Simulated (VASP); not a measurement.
# C (Pmmn) in VASP: a series of runs, part 2 of 2

VASP 6.6.1.

## 4. Single point, PBE, collinear spin, ferromagnetic start

Input file INCAR:

```
SYSTEM = C
PREC = Accurate
ENCUT = 520
EDIFF = 1E-7
ISMEAR = 0
SIGMA = 0.1
LREAL = .FALSE.
LASPH = .TRUE.
NELM = 150
ALGO = Normal
ISIF = 2
LWAVE = .FALSE.
LCHARG = .FALSE.
ISPIN = 2
MAGMOM = 1 1
LORBIT = 11
GGA = PE
NBANDS = 15
```

Input file KPOINTS:

```
Automatic mesh
0
G
  8 6 8
  0 0 0
```

Input file POSCAR:

```
C
1.0
    2.0930722400      0.0000000000      0.0000000000
    0.0000000000      3.1455266200      0.0000000000
    0.0000000000      0.0000000000      2.0175486700
C
2
Direct
    0.0000000000      0.0000000000      0.6687917700
    0.5000000000      0.5000000000      0.3312082300
```

Potentials or basis: VASP PAW PBE potentials, release 64 (C).

Command:

```sh
$ cat potpaw_PBE.64/C/POTCAR > POTCAR
$ mpirun -np 1 vasp_std > vasp.out
```

OUTCAR:

```text
SYSTEM = C
   PREC = Accurate
   ENCUT = 520
   EDIFF = 1E-7
   ISMEAR = 0
   LREAL = .FALSE.
   LASPH = .TRUE.
   NELM = 150
   ISIF = 2
   ISPIN = 2
   LORBIT = 11
   GGA = PE

 ion  position               nearest neighbor table
   1  0.000  0.000  0.669-   2 2.01   2 2.01   2 2.01   2 2.01
   2  0.500  0.500  0.331-   1 2.01   1 2.01   1 2.01   1 2.01

  LATTYP: Found a simple orthorhombic cell.
 ALAT       =     2.0175486700
 B/A-ratio  =     1.0374333324
 C/A-ratio  =     1.5590833900

  Lattice vectors:

 A1 = (   0.0000000000,   0.0000000000,   2.0175486700)
 A2 = (   2.0930722400,   0.0000000000,   0.0000000000)
 A3 = (   0.0000000000,   3.1455266200,   0.0000000000)

Analysis of symmetry for initial positions (statically):
=====================================================================
 Subroutine PRICEL returns:
 Original cell was already a primitive cell.

 Routine SETGRP: Setting up the symmetry group for a
 simple orthorhombic supercell.

 Subroutine GETGRP returns: Found  8 space group operations
 (whereof  4 operations were pure point group operations)
 out of a pool of  8 trial point group operations.

The static configuration has the point symmetry C_2v.
 The point group associated with its full space group is D_2h.

Analysis of symmetry for dynamics (positions and initial velocities):
=====================================================================
 Subroutine PRICEL returns:
 Original cell was already a primitive cell.

 Routine SETGRP: Setting up the symmetry group for a
 simple orthorhombic supercell.

 Subroutine GETGRP returns: Found  8 space group operations
 (whereof  4 operations were pure point group operations)
 out of a pool of  8 trial point group operations.

The dynamic configuration has the point symmetry C_2v.
 The point group associated with its full space group is D_2h.

Analysis of structural, dynamic, and magnetic symmetry:
[... 187 lines left out ...]
     14      40.9142      0.00000
[... 403 lines left out ...]
      4       5.5088      1.00000
      5      10.3735      0.00000
      6      11.3435      0.00000
      7      13.8730      0.00000
      8      16.3320      0.00000
      9      32.2209      0.00000
     10      33.3396      0.00000
     11      33.4696      0.00000
     12      38.2828      0.00000
     13      40.4717      0.00000
     14      41.0706      0.00000
     15      46.4048      0.00000

 [... further k-points ...]

 spin component 2

 k-point     1 :       0.0000    0.0000    0.0000
  band No.  band energies     occupation
      1     -11.1829      1.00000
      2       0.3598      1.00000
      3       1.8526      1.00000
      4      11.5134      0.00000
      5      14.0669      0.00000
      6      16.4958      0.00000
      7      17.3748      0.00000
      8      17.9579      0.00000
      9      25.4489      0.00000
     10      31.2161      0.00000
     11      37.5233      0.00000
     12      39.4189      0.00000
     13      40.2380      0.00000
     14      40.9140      0.00000
[... 403 lines left out ...]
      4       5.5089      1.00000
      5      10.3736      0.00000
      6      11.3433      0.00000
      7      13.8729      0.00000
      8      16.3319      0.00000
      9      32.2207      0.00000
     10      33.3394      0.00000
     11      33.4695      0.00000
     12      38.2827      0.00000
     13      40.4717      0.00000
     14      41.0706      0.00000
     15      46.4046      0.00000

 [... further k-points ...]

------------------------ aborting loop because EDIFF is reached ----------------------------------------

  FORCE on cell =-STRESS in cart. coord.  units (eV):
  Direction    XX          YY          ZZ          XY          YZ          ZX
  --------------------------------------------------------------------------------------
  -------------------------------------------------------------------------------------
  Total        0.0139484      1.6591894     -1.0190703      0.0000000      0.0000000      0.0000000
  in kB        1.6824151    200.1266535   -122.9173345      0.0000000      0.0000000      0.0000000
  external PRESSURE =      26.2972447 kB  Pullay stress =       0.0000000 kB

 VOLUME and BASIS-vectors are now :
 -----------------------------------------------------------------------------
  energy-cutoff  :      520.00
  volume of cell :       13.28
      direct lattice vectors                 reciprocal lattice vectors
     2.093072240  0.000000000  0.000000000     0.477766596  0.000000000  0.000000000
     0.000000000  3.145526620  0.000000000     0.000000000  0.317911791  0.000000000
     0.000000000  0.000000000  2.017548670     0.000000000  0.000000000  0.495650992

 POSITION                                       TOTAL-FORCE (eV/Angst)
 -----------------------------------------------------------------------------------
      0.00000      0.00000      1.34932         0.000000      0.000000     -3.019322
      1.04654      1.57276      0.66823         0.000000      0.000000      3.019322
 -----------------------------------------------------------------------------------
    total drift:                                0.000000      0.000000      0.000000

  FREE ENERGIE OF THE ION-ELECTRON SYSTEM (eV)
  ---------------------------------------------------
  free  energy   TOTEN  =        -9.9952903426 eV

  energy  without entropy=       -9.9919509949  energy(sigma->0) =       -9.99362067

 total charge

# of ion       s       p       d       tot
------------------------------------------
    1        1.004   1.112   0.000   2.116
    2        1.004   1.112   0.000   2.116
--------------------------------------------------
tot          2.007   2.224   0.000   4.231

 magnetization (x)

# of ion       s       p       d       tot
------------------------------------------
    1       -0.000  -0.000   0.000  -0.000
    2       -0.000  -0.000   0.000  -0.000
--------------------------------------------------
tot         -0.000  -0.000   0.000  -0.000
```

Wall time 35 s (1 thread of Intel Xeon Platinum 8375C at 2.90GHz (Ice Lake), shared host); peak memory 0.13 GiB.

What came out:

* Free energy: -9.9953 eV
* Pressure: 2.6 GPa
* Largest force: 3.019 eV/Å
* Band gap on the k mesh: zero (filled and empty bands overlap)
* Net moment: 0.00 μB per cell
* Valence electrons inside the program's atomic spheres: C 2.12

Forces in eV/Å, atoms in the order of the input:
```
C    0.000  0.000 -3.019
C    0.000  0.000  3.019
```

Caveat: the k points lie up to 0.39 Å⁻¹ apart; forces of over 1 eV/Å act on the atoms, so gaps and moduli don't describe the material at rest.

## 5. Summary

```tsv
task	spin	cell	cutoff (eV)	gap on the mesh (eV)	pressure (GPa)	largest force (eV/Å)
single point	off	as given	520	none	2.6	3.02
relaxation of cell and atoms	off	relaxed	600	none	-0.2	0.03
single point	collinear, ferromagnetic start	as given	520	none	2.6	3.02
```

Alike in all rows: level PBE; potentials or basis VASP PAW PBE potentials, release 64 (C); k mesh 8 × 6 × 8; smearing gaussian 0.1 eV.

Caveats: all runs use coarse meshes; forces of over 1 eV/Å act on the atoms, so gaps and moduli don't describe the material at rest (some runs).

Total energies depend on the potentials used, so only differences within one code and one set of settings carry meaning.
